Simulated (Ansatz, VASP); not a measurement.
## GeSb3Te: VASP beside Ansatz

```xyz
5
Lattice="4.3330 0.0000 0.0000 0.0000 4.3330 0.0000 0.0000 0.0000 7.8940" Properties=species:S:1:pos:R:3 pbc="T T T"
Ge    2.1665    2.1665    5.7385
Sb    2.1665    2.1665    0.7996
Sb    0.0000    2.1665    3.7385
Sb    2.1665    0.0000    3.7385
Te    0.0000    0.0000    7.8348
```

Change from the starting cell: species swapped into the NdBPt3 type (P4mm, No. 99).

Alike in both runs: functional PBE; k mesh 10 × 10 × 6; occupations gaussian, width 0.1 eV; no spin polarisation.

Ansatz relaxed the structure, and its values are those at the end. VASP's run is a single point on that final structure, the one shown.

|  | VASP | Ansatz |
| --- | --- | --- |
| version | VASP 6.6.1 | Ansatz 0.2.0 |
| potentials or method | VASP PAW PBE potentials, release 64 (Ge_d, Sb, Te), cutoff 520 eV | scalar-relativistic, plane waves, PAW |
| valence electrons in the cell | 35 | 75 |

```tsv
	VASP	Ansatz	Ansatz less VASP
gap on the k mesh at the Fermi level (eV)	none	none	-
pressure (GPa)	0.0	0.0	+0.04
rms of the force components (eV/Å)	0.006	0.002	-0.0033
```

A gap of «none» marks a metal or a gap that the smearing closes. VASP's potentials hold 35 valence electrons a cell and Ansatz's 75, so a difference there can come from the potentials and not from the codes.

Neither program's run includes spin-orbit coupling.
